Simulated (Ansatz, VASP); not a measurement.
## Se: VASP beside Ansatz

```xyz
8
Lattice="9.7420 0.0000 0.0000 0.0000 4.2484 0.0000 0.0000 0.0000 6.3307" Properties=species:S:1:pos:R:3 pbc="T T T"
Se    1.5109    1.0621    3.2508
Se    3.3601    3.1863    0.0855
Se    6.3819    1.0621    6.2452
Se    8.2311    3.1863    3.0799
Se   -0.0085    3.1863    4.6753
Se    4.8795    1.0621    1.5099
Se    4.8625    3.1863    4.8208
Se    9.7505    1.0621    1.6554
```

Alike in both runs: functional PBE; k mesh 2 × 6 × 4; occupations gaussian, width 0.1 eV; no spin polarisation.

Ansatz relaxed the structure, and its values are those at the end. VASP's run is a single point on that final structure, the one shown.

|  | VASP | Ansatz |
| --- | --- | --- |
| version | VASP 6.6.1 | Ansatz 0.2.0 |
| potentials or method | VASP PAW PBE potentials, release 64 (Se), cutoff 520 eV | scalar-relativistic, plane waves, PAW |
| valence electrons in the cell | 48 | 128 |

VASP gave:

| Item | Value |
| --- | --- |
| gap on the k mesh at the Fermi level (eV) | 1.11 |
| least direct gap on the mesh (eV) | 1.11 |
| pressure (GPa) | 0.2 |
| rms of the force components (eV/Å) | 0.032 |

Question: What did Ansatz give for the same quantities?

Answer: gap on the k mesh at the Fermi level (eV): 1.11; least direct gap on the mesh (eV): 1.11; pressure (GPa): 0.1; rms of the force components (eV/Å): 0.002.

With one functional, cell and mesh, what is left measures potentials, basis and numerics. VASP's potentials hold 48 valence electrons a cell and Ansatz's 128, so a difference there can come from the potentials and not from the codes.
